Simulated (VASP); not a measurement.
Write the native input for VASP 6.6.1 that does the following.

* Task: relaxation of cell and atoms
* Functional: PBE
* Potentials or basis: VASP PAW PBE potentials, release 64 (Tl_d)
* Cutoff: 600 eV
* k mesh: 15 × 15 × 8
* Occupations: gaussian, width 0.1 eV
* Spin: no spin polarisation
* Dipole correction: no
* Further INCAR settings: ALGO = Normal; EDIFF = 1e-06; IBRION = 2; EDIFFG = -0.005; NSW = 100; ISIF = 3

The structure of Tl lies in POSCAR:

```
Tl
1.0
    3.4560000000      0.0000000000      0.0000000000
   -1.7280000000      2.9929837955      0.0000000000
    0.0000000000      0.0000000000      5.5250000000
Tl
2
Direct
    0.3333333333      0.6666666667      0.2500000000
    0.6666666667      0.3333333333      0.7500000000
```

One way to write it, as run:

INCAR

```
SYSTEM = Tl
ALGO = Normal
EDIFF = 1E-6
EDIFFG = -0.005
ENCUT = 600
GGA = PE
IBRION = 2
ISIF = 3
ISMEAR = 0
LASPH = .True.
LCHARG = .False.
LREAL = .False.
LWAVE = .False.
NELM = 100
NSW = 100
PREC = Accurate
SIGMA = 0.1
```

KPOINTS

```
k-points
0
Gamma
  15 15 8
  0 0 0
```

Potentials or basis: VASP PAW PBE potentials, release 64 (Tl_d).

Run with:

```sh
$ cat potpaw_PBE.64/Tl_d/POTCAR > POTCAR
$ mpirun -np 1 vasp_std > vasp.out
```

Results of the run:

```
Relaxed volume                         : 31.36 Å³/atom
Relaxed cell                           : a = 3.605 Å, b = 3.605 Å, c = 5.574 Å, α = 90.00°, β = 90.00°, γ = 120.00°
Space group after relaxing (to 0.05 Å) : P6_3/mmc (No. 194)
Energy gained by relaxing              : 26.1 meV/atom
Ionic steps                            : 8
Pressure after relaxing                : 0.0 GPa
Band gap on the k mesh                 : zero (band 13 reaches 9.15 eV, above the bottom of band 14 at 3.74 eV)
```

Caveat: spin-orbit coupling is left out, which moves the levels of the heavy elements.

Wall time 3.4 min on 1 thread of Intel(R) Xeon(R) 6975P-C (Granite Rapids), on a shared host, peak memory 0.29 GiB.
